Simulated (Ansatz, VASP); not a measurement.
## One calculation of CoO, two programs

```
Co O
1.0
     1.63642    0.94479    5.28007
    -1.63642    0.94479    5.28007
     0.00000   -1.88957    5.28007
Co O
2 2
Direct
  0.99948 0.99948 0.99948
  0.49948 0.49948 0.49948
  0.37552 0.37552 0.37552
  0.87552 0.87552 0.87552
```

Alike in both runs: functional PBE; k mesh 6 × 6 × 6; occupations gaussian, width 0.1 eV; collinear spin; Hubbard terms Co d U = 3.32 eV.

Ansatz relaxed the structure, and its values are those at the end. VASP's run is a single point on that final structure, the one shown.

|  | VASP | Ansatz |
| --- | --- | --- |
| version | VASP 6.6.1 | Ansatz 0.2.0 |
| potentials or method | VASP PAW PBE potentials, release 64 (Co, O), cutoff 520 eV | scalar-relativistic, plane waves, PAW |
| valence electrons in the cell | 30 | 46 |

Ansatz gave:

```
gap on the k mesh at the Fermi level (eV)                     : 1.00
least direct gap on the mesh (eV)                             : 1.19
pressure (GPa)                                                : 0.1
net moment per atom (μB)                                      : 0.00
size of the moment on the site where the two differ most (μB) : 2.40
```

Task: Which values does VASP return?

Result: gap on the k mesh at the Fermi level (eV): 1.08; least direct gap on the mesh (eV): 1.26; pressure (GPa): -1.5; net moment per atom (μB): 0.00; size of the moment on the site where the two differ most (μB): 2.63.

Site moments also hang on the region over which each program counts them. The programs project onto different local orbitals, so the same U acts differently, and such runs can settle in different states. VASP's potentials hold 30 valence electrons a cell and Ansatz's 46, so a difference there can come from the potentials and not from the codes. Ansatz's warnings: anti translation declined.
